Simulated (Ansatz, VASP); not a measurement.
**Two plane-wave programs on BN**

```
B N
1.0
     2.54064    0.00000    0.00000
    -1.27032    2.20026    0.00000
     0.00000    0.00000    4.20269
B N
2 2
Cartesian
  0.0000 1.4668 -0.0010
  1.2703 0.7334 2.1003
  0.0000 1.4668 1.5728
  1.2703 0.7334 3.6742
```

Alike in both runs: functional PBEsol; k mesh 9 × 9 × 6; occupations gaussian, width 0.02 eV; no spin polarisation.

Ansatz relaxed the structure, and its values are those at the end. VASP's run is a single point on that final structure, the one shown.

|  | VASP | Ansatz |
| --- | --- | --- |
| version | VASP 6.6.1 | Ansatz 0.2.0 |
| potentials or method | VASP PAW PBE potentials, release 64 (B, N), cutoff 600 eV | scalar-relativistic, plane waves, PAW |
| valence electrons in the cell | 16 | 16 |

Ansatz gave:

| Item | Value |
| --- | --- |
| gap on the k mesh at the Fermi level (eV) | 4.96 |
| least direct gap on the mesh (eV) | 8.21 |
| pressure (GPa) | 0.0 |

Question: Which values does VASP return?

Answer: gap on the k mesh at the Fermi level (eV): 4.95; least direct gap on the mesh (eV): 8.21; pressure (GPa): 0.5.

VASP's potentials were made for PBE, not for PBEsol, and Ansatz warns of the same on its side.
